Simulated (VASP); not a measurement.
# ZnS (Cm) in VASP: single point with PBEsol

Aim: the single point of ZnS with PBEsol.

Everything below comes from runs of VASP 6.6.1. Logs are shortened: lines on timing, memory, paths and dates and some standing lists are left out, and cuts for length are marked.

## (1) The cell of the first run

It takes space group Cm (No. 8, monoclinic). Conventional cell: a = 7.575 Å, b = 7.575 Å, c = 5.357 Å, α = 90.00°, β = 90.00°, γ = 90.00°. Within 2.8 Å of Zn (site symmetry m) lie 4 S at 2.08 to 2.57 Å. Zn (site symmetry m) has 4 S at 2.32 Å within 3.1 Å. Zn (site symmetry 1) has 4 S at 2.32 Å within 3.1 Å. S (site symmetry m) has 4 Zn at 2.08 to 2.32 Å within 2.8 Å. Within 3.1 Å of S (site symmetry m) lie 4 Zn at 2.32 to 2.57 Å. Within 3.1 Å of S (site symmetry 1) lie 4 Zn at 2.32 to 2.34 Å.

## (2) Single point, PBEsol (atom 1 (Zn) moved -0.300 Å along Cartesian [1 -1 0])

INCAR reads:

```
SYSTEM = ZnS
PREC = Accurate ; ENCUT = 520
EDIFF = 1E-6 ; ISMEAR = 0
SIGMA = 0.05 ; LREAL = .False.
LASPH = .True. ; NELM = 100
ALGO = Normal ; ISIF = 2
LWAVE = .False. ; LCHARG = .True.
GGA = PS ; LELF = .True.
LVHAR = .True. ; NBANDS = 46
```

KPOINTS reads:

```
regular mesh
0
Gamma
  6 6 6
  0 0 0
```

POSCAR reads:

```
ZnS
1.0
    5.3565181498      0.0000000000      0.0000000000
    0.0000000000     -5.3565181498      0.0000000000
    0.0000000000      0.0000000000     -5.3565181498
Zn S
4 4
Direct
   -0.0396025979     -0.0396025979      0.0000000000
    0.5000000000      0.5000000000      0.0000000000
    0.5000000000      0.0000000000      0.5000000000
    0.0000000000      0.5000000000      0.5000000000
    0.7500000000      0.7500000000      0.7500000000
    0.2500000000      0.2500000000      0.7500000000
    0.2500000000      0.7500000000      0.2500000000
    0.7500000000      0.2500000000      0.2500000000
```

Potentials or basis: VASP PAW PBE potentials, release 64 (Zn, S).

On the command line:

```sh
$ cat potpaw_PBE.64/Zn/POTCAR potpaw_PBE.64/S/POTCAR > POTCAR
$ mpirun -np 1 vasp_std > vasp.out
```

OUTCAR:

```text
SYSTEM = ZnS
   PREC = Accurate
   ENCUT = 520
   EDIFF = 1E-6
   ISMEAR = 0
   LREAL = .False.
   LASPH = .True.
   NELM = 100
   ISIF = 2
   GGA = PS

 ion  position               nearest neighbor table
   1  0.960  0.960  0.000-   5 2.08   7 2.34   8 2.34   6 2.57
   2  0.500  0.500  0.000-   5 2.32   6 2.32   7 2.32   8 2.32
   3  0.500  0.000  0.500-   5 2.32   6 2.32   7 2.32   8 2.32
   4  0.000  0.500  0.500-   5 2.32   6 2.32   7 2.32   8 2.32
   5  0.750  0.750  0.750-   1 2.08   2 2.32   3 2.32   4 2.32
   6  0.250  0.250  0.750-   2 2.32   3 2.32   4 2.32   1 2.57
   7  0.250  0.750  0.250-   2 2.32   3 2.32   4 2.32   1 2.34
   8  0.750  0.250  0.250-   2 2.32   3 2.32   4 2.32   1 2.34

  LATTYP: Found a simple cubic cell.
 ALAT       =     5.3565181498

  Lattice vectors:

 A1 = (   5.3565181498,   0.0000000000,   0.0000000000)
 A2 = (   0.0000000000,  -5.3565181498,   0.0000000000)
 A3 = (   0.0000000000,   0.0000000000,  -5.3565181498)

Analysis of symmetry for initial positions (statically):
=====================================================================
 Subroutine PRICEL returns:
 Original cell was already a primitive cell.

 Routine SETGRP: Setting up the symmetry group for a
 simple cubic supercell.

 Subroutine GETGRP returns: Found  2 space group operations
 (whereof  2 operations were pure point group operations)
 out of a pool of 48 trial point group operations.

The static configuration has the point symmetry C_1h.

Analysis of symmetry for dynamics (positions and initial velocities):
=====================================================================
 Subroutine PRICEL returns:
 Original cell was already a primitive cell.

 Routine SETGRP: Setting up the symmetry group for a
 simple cubic supercell.

 Subroutine GETGRP returns: Found  2 space group operations
 (whereof  2 operations were pure point group operations)
 out of a pool of 48 trial point group operations.

The dynamic configuration has the point symmetry C_1h.

 Subroutine INISYM returns: Found  2 space group operations
 (whereof  2 operations are pure point group operations),
 and found     1 'primitive' translations

----------------------------------------------------------------------------------------

                                     Primitive cell

  volume of cell :     153.6908

  direct lattice vectors                    reciprocal lattice vectors
     5.356518150  0.000000000  0.000000000     0.186688437  0.000000000  0.000000000
     0.000000000 -5.356518150  0.000000000     0.000000000 -0.186688437  0.000000000
     0.000000000  0.000000000 -5.356518150     0.000000000  0.000000000 -0.186688437

  length of vectors
     5.356518150  5.356518150  5.356518150     0.186688437  0.186688437  0.186688437

  position of ions in fractional coordinates (direct lattice)
     0.960397402  0.960397402  0.000000000
     0.500000000  0.500000000  0.000000000
     0.500000000  0.000000000  0.500000000
     0.000000000  0.500000000  0.500000000
     0.750000000  0.750000000  0.750000000
     0.250000000  0.250000000  0.750000000
     0.250000000  0.750000000  0.250000000
     0.750000000  0.250000000  0.250000000

  ion indices of the primitive-cell ions
   primitive index   ion index
                 1           1
                 2           2
                 3           3
                 4           4
                 5           5
                 6           6
                 7           7
                 8           8

----------------------------------------------------------------------------------------

 KPOINTS: regular mesh

Automatic generation of k-mesh.
 Grid dimensions read from file:
 generate k-points for:    6    6    6

 Generating k-lattice:

  Cartesian coordinates                     Fractional coordinates (reciprocal lattice)
     0.031114739  0.000000000  0.000000000     0.166666667  0.000000000  0.000000000
     0.000000000 -0.031114739  0.000000000     0.000000000  0.166666667  0.000000000
     0.000000000  0.000000000 -0.031114739     0.000000000  0.000000000  0.166666667

  Length of vectors
     0.031114739  0.031114739  0.031114739

  Shift w.r.t. Gamma in fractional coordinates (k-lattice)
     0.000000000  0.000000000  0.000000000

 Subroutine IBZKPT returns following result:
 ===========================================

 Found     68 irreducible k-points:

 Following reciprocal coordinates:
            Coordinates               Weight
  0.000000  0.000000  0.000000      1.000000
  0.166667  0.000000  0.000000      4.000000
  0.000000  0.000000  0.166667      2.000000
  0.333333  0.000000  0.000000      4.000000
  0.000000  0.000000  0.333333      2.000000
  0.500000  0.000000  0.000000      2.000000
[... 16 lines left out ...]
 -0.333333  0.333333  0.000000      2.000000
 -0.333333  0.000000  0.333333      4.000000
 [... further k-points ...]
   k-points           NKPTS =     68   k-points in BZ     NKDIM =     68   number of bands    NBANDS=     46
   number of dos      NEDOS =    301   number of ions     NIONS =      8
   total plane-waves  NPLWV =  64000
   dimension x,y,z NGX =    40 NGY =   40 NGZ =   40
   dimension x,y,z NGXF=    80 NGYF=   80 NGZF=   80
   ions per type =               4   4
   NGX,Y,Z   is equivalent  to a cutoff of  12.41, 12.41, 12.41 a.u.
   NGXF,Y,Z  is equivalent  to a cutoff of  24.83, 24.83, 24.83 a.u.
 SYSTEM =  ZnS
   PREC   = accura    normal or accurate (medium, high low for compatibility)
   ISTART =      0    job   : 0-new  1-cont  2-samecut
   ICHARG =      2    charge: 1-file 2-atom 10-const
   ISPIN  =      1    spin polarized calculation?
   LNONCOLLINEAR =      F non collinear calculations
   LSORBIT =      F    spin-orbit coupling
   LASPH  =      T    aspherical Exc in radial PAW
   ENCUT  =  520.0 eV  38.22 Ry    6.18 a.u.   9.96  9.96  9.96*2*pi/ulx,y,z
   NELM   =    100;   NELMIN=  2; NELMDL= -5     # of ELM steps
   EDIFF  = 0.1E-05   stopping-criterion for ELM
   LREAL  =      F    real-space projection
   EDIFFG = 0.1E-04   stopping-criterion for IOM
   NSW    =      0    number of steps for IOM
   IBRION =     -1    ionic relax: 0-MD 1-quasi-New 2-CG
   NFREE  =      0    steps in history (QN), initial steepest desc. (CG)
   ISIF   =      2    stress and relaxation
   ISYM   =      2    0-nonsym 1-usesym 2-fastsym
   POTIM  = 0.5000    time-step for ionic-motion
   TEBEG  =    0.0;   TEEND  =   0.0 temperature during run
   PSTRESS=    0.0 pullay stress
   NELECT =      72.0000    total number of electrons
   NUPDOWN=      -1.0000    fix difference up-down
   EMIN   =  10.00;   EMAX   =-10.00  energy-range for DOS
   EFERMI =   0.00;   METHOD = LEGACY
   ISMEAR =     0;   SIGMA  =   0.05  broadening in eV -4-tet -1-fermi 0-gaus
   EFERMI_NEDOS =   21; number of points for ismear=-14 and -15
   IALGO  =     38    algorithm
   IMIX   =      4    mixing-type and parameters
     AMIX     =   0.40;   BMIX     =  1.00
     AMIX_MAG =   1.60;   BMIX_MAG =  1.00
  volume/ion in A,a.u.               =      19.21       129.64
  Fermi-wavevector in a.u.,A,eV,Ry     =   1.271461  2.402713 21.995360  1.616613
  Thomas-Fermi vector in A             =   2.404393
   LORBIT       =      0    0 simple, 1 ext, 2 COOP (PROOUT), +10 PAW based schemes
   GGA     = PS    functional components
   LHFCALC =     F    Hartree Fock is set to
   AEXX    =    0.0000 exact exchange contribution
   IVDW    =     0    specifies the selected vdW correction
   LEPSILON=     F    determine dielectric tensor
   LRPA    =     F    only Hartree local field effects (RPA)
 non-spin polarized calculation
 Gauss-broadening in eV      SIGMA  =   0.05
  energy-cutoff  :      520.00
  volume of cell :      153.69
 maximum number of plane-waves:      4224
   NGX = 19   NGY = 19   NGZ = 19

 number of electron      72.0000128 magnetization

 Free energy of the ion-electron system (eV)
  ---------------------------------------------------
  ext. energy  EPLUGINS =         0.00000000
  ---------------------------------------------------
  free energy    TOTEN  =       -30.01306601 eV

  energy without entropy =      -30.01306601  energy(sigma->0) =      -30.01306601

 E-fermi :   2.5282     XC(G=0):  -9.9728

 val. band max:        2.3295632584   @ k =   0.0000   0.0000   0.0000
 cond. band min:       4.3164231934   @ k =   0.0000   0.0000   0.0000
 fundamental gap:      1.9868599351
 Fermi energy:         2.5281862258

 k-point     1 :       0.0000    0.0000    0.0000
  band No.  band energies     occupation
      1     -11.1968      2.00000
      2     -10.0586      2.00000
      3      -9.7373      2.00000
      4      -9.4498      2.00000
      5      -4.5497      2.00000
      6      -4.4082      2.00000
[... 38 lines left out ...]
     45       8.5850      0.00000
     46       8.6716      0.00000

 k-point     2 :       0.1667    0.0000    0.0000
  band No.  band energies     occupation
      1     -11.1317      2.00000
      2     -10.0817      2.00000
      3      -9.7897      2.00000
      4      -9.4686      2.00000
      5      -4.5405      2.00000
      6      -4.3980      2.00000
[... 38 lines left out ...]
     45       8.8852      0.00000
     46       8.9442      0.00000

 k-point     3 :       0.0000    0.0000    0.1667
  band No.  band energies     occupation
      1     -11.1280      2.00000
      2     -10.1145      2.00000
      3      -9.7356      2.00000
      4      -9.4944      2.00000
      5      -4.5363      2.00000
      6      -4.3897      2.00000
[... 38 lines left out ...]
     45       8.8900      0.00000
     46       8.9579      0.00000

 k-point     4 :       0.3333    0.0000    0.0000
  band No.  band energies     occupation
      1     -10.9626      2.00000
      2     -10.1950      2.00000
      3      -9.8822      2.00000
      4      -9.4893      2.00000
      5      -4.5325      2.00000
      6      -4.3642      2.00000
[... 920 lines left out ...]
     45       8.9432      0.00000
     46       9.1886      0.00000

 k-point    23 :      -0.3333    0.3333    0.0000
  band No.  band energies     occupation
      1     -10.7893      2.00000
      2     -10.1529      2.00000
      3     -10.0128      2.00000
      4      -9.6043      2.00000
      5      -4.4870      2.00000
      6      -4.3463      2.00000
[... 38 lines left out ...]
     45       9.1291      0.00000
     46       9.1803      0.00000

 k-point    24 :      -0.3333    0.0000    0.3333
  band No.  band energies     occupation
      1     -10.7817      2.00000
      2     -10.2181      2.00000
      3      -9.9299      2.00000
      4      -9.6294      2.00000
      5      -4.4841      2.00000
      6      -4.3228      2.00000
[... 38 lines left out ...]
     45       9.0637      0.00000
     46       9.2442      0.00000

 [... further k-points ...]
[... 5 lines left out ...]
  --------------------------------------------------------------------------------------
  -------------------------------------------------------------------------------------
  Total        0.8472378      0.8472378      1.5352552     -1.0085857      1.5510095     -1.5510093
  in kB        8.8321848      8.8321848     16.0045484    -10.5141861     16.1687817    -16.1687793
  external PRESSURE =      11.2229727 kB  Pullay stress =       0.0000000 kB

 VOLUME and BASIS-vectors are now :
 -----------------------------------------------------------------------------
  energy-cutoff  :      520.00
  volume of cell :      153.69
      direct lattice vectors                 reciprocal lattice vectors
     5.356518150  0.000000000  0.000000000     0.186688437  0.000000000  0.000000000
     0.000000000 -5.356518150  0.000000000     0.000000000 -0.186688437  0.000000000
     0.000000000  0.000000000 -5.356518150     0.000000000  0.000000000 -0.186688437

 POSITION                                       TOTAL-FORCE (eV/Angst)
 -----------------------------------------------------------------------------------
      5.14439     -5.14439      0.00000         1.727098     -1.727098     -1.166370
      2.67826     -2.67826      0.00000        -0.251634      0.251634      0.015957
      2.67826      0.00000     -2.67826        -0.246927     -0.297448     -0.008488
      0.00000     -2.67826     -2.67826         0.297448      0.246927     -0.008488
      4.01739     -4.01739     -4.01739        -1.136796      1.136796      1.313892
      1.33913     -1.33913     -4.01739        -0.323032      0.323032     -0.276798
      1.33913     -4.01739     -1.33913        -0.102911     -0.036754      0.065147
      4.01739     -1.33913     -1.33913         0.036754      0.102911      0.065147
 -----------------------------------------------------------------------------------
    total drift:                                0.001308     -0.001308      0.000129

  FREE ENERGIE OF THE ION-ELECTRON SYSTEM (eV)
  ---------------------------------------------------
  free  energy   TOTEN  =       -30.0130660101 eV

  energy  without entropy=      -30.0130660101  energy(sigma->0) =      -30.01306601
```

Run time: 3 min. Hardware: 1 thread of Intel Xeon 6975P-C (Granite Rapids), shared host; peak memory 0.47 GiB.

What came out:

- Free energy: -30.0131 eV
- Pressure: 1.1 GPa
- Largest force: 2.707 eV/Å
- Band gap on the k mesh: 1.99 eV

Forces on the atoms (eV/Å):
```
Zn   1.727 -1.727 -1.166
Zn  -0.252  0.252  0.016
Zn  -0.247 -0.297 -0.008
Zn   0.297  0.247 -0.008
S   -1.137  1.137  1.314
S   -0.323  0.323 -0.277
S   -0.103 -0.037  0.065
S    0.037  0.103  0.065
```

Stress tensor (GPa, compression positive):
```
 0.88 -1.05 -1.62
-1.05  0.88  1.62
-1.62  1.62  1.60
```

Levels at points of the mesh, in eV from the valence-band top:
```
           k point  band 34  band 35  band 36  band 37  band 38  band 39
(0.00, 0.00, 0.00)    -0.13    -0.04     0.00     1.99     2.74     3.10
(0.50, 0.00, 0.00)    -1.52    -1.23    -1.15     4.02     4.23     4.50
(0.00, 0.00, 0.50)    -1.37    -1.36    -1.25     4.10     4.28     4.45
(0.50, 0.50, 0.00)    -1.02    -0.93    -0.87     4.71     4.73     4.74
(0.00, 0.50, 0.50)    -1.10    -0.93    -0.77     4.52     4.65     4.83
(0.50, 0.50, 0.50)    -0.85    -0.85    -0.62     3.07     3.14     3.18
```

Caveat: the cell differs from its parent crystal (atom 1 (Zn) moved -0.300 Å along Cartesian [1 -1 0]); the PAW data sets were made with another functional, which shifts forces and pressure a little.
